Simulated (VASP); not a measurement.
A run of VASP 6.6.1 is set up as follows.

Contents of INCAR:

```
SYSTEM = MoH3
  PREC = Accurate
  ENCUT = 600
  EDIFF = 1E-6
  ISMEAR = 0
  SIGMA = 0.1
  LREAL = .FALSE.
  LASPH = .TRUE.
  NELM = 80
  ALGO = Normal
  ISIF = 3
  LWAVE = .FALSE.
  LCHARG = .FALSE.
  GGA = PE
  IBRION = 2
  NSW = 100
  EDIFFG = -0.01
```

File KPOINTS:

```
Automatic mesh
0
G
  18 18 18
  0 0 0
```

The input POSCAR:

```
MoH3
1.0
    0.0000000000      2.2574801389      2.2574801389
    2.2574801389      0.0000000000      2.2574801389
    2.2574801389      2.2574801389      0.0000000000
H Mo
3 1
Direct
    0.2500000000      0.2500000000      0.2500000000
    0.7500000000      0.7500000000      0.7500000000
    0.5000000000      0.5000000000      0.5000000000
    0.0000000000      0.0000000000      0.0000000000
```

Potentials or basis: VASP PAW PBE potentials, release 64 (H, Mo_sv).

Run with:

```bash
$ cat potpaw_PBE.64/H/POTCAR potpaw_PBE.64/Mo_sv/POTCAR > POTCAR
$ mpirun -np 1 vasp_std > vasp.out
```

Question: Predict the relaxed volume.

Answer: 5.77 Å³/atom.

Question: What does it give for the band gap on the k mesh?

Answer: Zero (an odd number of electrons rules out a gap without spin polarisation).

Question: Estimate the relaxed cell.

Answer: a = 3.195 Å, b = 3.195 Å, c = 3.195 Å, α = 60.00°, β = 60.00°, γ = 60.00°.

Final structure:
```
H Mo
1.0
     0.00000    2.25925    2.25925
     2.25925    0.00000    2.25925
     2.25925    2.25925    0.00000
H Mo
3 1
Cartesian
  1.1296 1.1296 1.1296
  3.3889 3.3889 3.3889
  2.2592 2.2592 2.2592
  0.0000 0.0000 0.0000
```

Caveat: an odd number of electrons without spin polarisation forces a metal; a magnetic or distorted state may lie lower.
